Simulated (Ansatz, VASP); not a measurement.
One calculation of Al, two programs

Contents of INCAR:

```
PREC     = Accurate       # precision mode
ENCUT    = 520            # plane-wave cutoff, eV
EDIFF    = 1E-6           # SCF threshold, eV
ISMEAR   = -1             # smearing method
SIGMA    = 0.08           # smearing width, eV
LREAL    = F              # projectors in reciprocal space
LASPH    = T              # aspherical terms in the spheres
NELM     = 100            # most SCF steps
ALGO     = Normal         # electronic algorithm
ISIF     = 2              # what is computed and relaxed
LWAVE    = F              # write WAVECAR
LCHARG   = F              # write CHGCAR
LDIPOL   = T            
IDIPOL   = 3            
DIPOL    = 0.5 0.5 0.500
GGA      = PE             # functional
NBANDS   = 16             # bands
```

KPOINTS

```
Automatic mesh
0
Gamma
  14 14 1
```

POSCAR

```
Al
1.0
    2.8574853682      0.0000000000      0.0000000000
    0.0000000000      2.8574853682      0.0000000000
    0.0000000000      0.0000000000     24.0822000000
Al
5
Direct
    0.0000000000      0.0000000000      0.3321957895
    0.5000000000      0.5000000000      0.4160978945
    0.0000000000      0.0000000000      0.5000000000
    0.5000000000      0.5000000000      0.5839021055
    0.0000000000      0.0000000000      0.6678042105
```

Input for Ansatz:

```yaml
crystal:
  lattice:
    - [2.8574853682, 0.0, 0.0]
    - [0.0, 2.8574853682, 0.0]
    - [0.0, 0.0, 24.0822]
  atoms:
    - { symbol: Al, position: [0.0, 0.0, 0.3321957895] }
    - { symbol: Al, position: [0.5, 0.5, 0.4160978945] }
    - { symbol: Al, position: [0.0, 0.0, 0.5] }
    - { symbol: Al, position: [0.5, 0.5, 0.5839021055] }
    - { symbol: Al, position: [0.0, 0.0, 0.6678042105] }
kpoints:
  mp_grid: { grid: [14, 14, 1] }
scf:
  occupations: { method: fermi_dirac, width: 0.08 }
hamiltonian:
  xc: pbe
  pseudopotentials: { kind: paw }
output:
  forces: true
  stress: true
  eigenvalues: true
  populations: true
efield:
  axis: 3
  amplitude: 0
  dipole_correction: true
```

Alike in both runs: task single point; functional PBE; k mesh 14 × 14 × 1; occupations fermi-dirac, width 0.08 eV; no spin polarisation.

|  | VASP | Ansatz |
| --- | --- | --- |
| version | VASP 6.6.1 | Ansatz 0.2.0 |
| potentials or method | VASP PAW PBE potentials, release 64 (Al) | PAW with Ansatz's default frozen-core files, scalar-relativistic |
| plane-wave cutoff (eV) | 520 | 420 |
| valence electrons in the cell | 15 | 15 |

```tsv
	VASP	Ansatz	Ansatz less VASP
rms of the force components (eV/Å)	0.031	0.031	+0.0005
```

Atom by atom the forces differ by 0.001 eV/Å (rms over components). The functional is the same, so the differences come from potentials, cutoffs and numerics.
